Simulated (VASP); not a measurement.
Set up this calculation in VASP 6.6.1, as the native input.

- Task: single point
- Functional: PBE
- Potentials or basis: VASP PAW PBE potentials, release 64 (Ag, Cl)
- Cutoff: 520 eV
- k mesh: 9 × 9 × 9
- Occupations: fermi-dirac, width 0.02 eV
- Spin: no spin polarisation
- Dipole correction: no
- Further INCAR settings: ALGO = Normal; EDIFF = 1e-06; NBANDS = 16

The structure of AgCl lies in POSCAR:

```
AgCl
1.0
    0.0000000000      2.7350000000      2.7350000000
    2.7350000000      0.0000000000      2.7350000000
    2.7350000000      2.7350000000      0.0000000000
Ag Cl
1 1
Direct
    0.0000000000      0.0000000000      0.0000000000
    0.5000000000      0.5000000000      0.5000000000
```

The input as run:

INCAR

```
SYSTEM = AgCl
  PREC = Accurate
  ENCUT = 520
  EDIFF = 1E-6
  ISMEAR = -1
  SIGMA = 0.02
  LREAL = .FALSE.
  LASPH = .TRUE.
  NELM = 80
  ALGO = Normal
  ISIF = 2
  LWAVE = .FALSE.
  LCHARG = .TRUE.
  GGA = PE
  LELF = .TRUE.
  LVHAR = .TRUE.
  NBANDS = 16
```

KPOINTS

```
Automatic mesh
0
G
  9 9 9
  0 0 0
```

Potentials or basis: VASP PAW PBE potentials, release 64 (Ag, Cl).

Run with:

```sh
$ cat potpaw_PBE.64/Ag/POTCAR potpaw_PBE.64/Cl/POTCAR > POTCAR
$ mpirun -np 1 vasp_std > vasp.out
```

Results of the run:

```
Pressure               : 3.8 GPa
Band gap on the k mesh : 0.95 eV (least direct gap 3.28 eV)
```

Caveat: the cell stands under pressure; an odd mesh through Γ misses points on the zone boundary, where band edges can lie.

Run time: 23 s on 1 thread of Intel(R) Xeon(R) Platinum 8259CL CPU @ 2.50GHz (Skylake/Cascade Lake), with other jobs on the host, peak memory 0.17 GiB.
